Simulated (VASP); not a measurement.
Here is a VASP 6.6.1 calculation.

File INCAR:

```
  ALGO = Fast
  EDIFF = 1E-6
  ENCUT = 520
  GGA = PE
  ISIF = 2
  ISMEAR = 0
  LASPH = True
  LCHARG = False
  LREAL = False
  LWAVE = False
  NBANDS = 14
  NELM = 80
  PREC = Accurate
  SIGMA = 0.05
```

File KPOINTS:

```
k-points
0
Gamma
  18 18 10
```

File POSCAR:

```
Re
1.0
    2.7366296191      0.0000000000      0.0000000000
   -1.3683148096      2.3699907709      0.0000000000
    0.0000000000      0.0000000000      4.4257449937
Re
2
Direct
    0.3333333333      0.6666666667      0.2500000000
    0.6666666667      0.3333333333      0.7500000000
```

Potentials or basis: VASP PAW PBE potentials, release 64 (Re).

The run is started by

```console
$ cat potpaw_PBE.64/Re/POTCAR > POTCAR
$ mpirun -np 1 vasp_std > vasp.out
```

**Question.** Estimate the pressure.

**Answer.** 16.0 GPa.

**Question.** Predict the band gap on the k mesh.

**Answer.** Zero (bands 7 and 8 overlap by 3.31 eV).

Stress tensor (GPa, compression positive):
```
16.08  0.00  0.00
 0.00 16.08  0.00
 0.00  0.00 15.96
```

Caveat: the cell stands under pressure; spin-orbit coupling is left out, which moves the levels of the heavy elements.
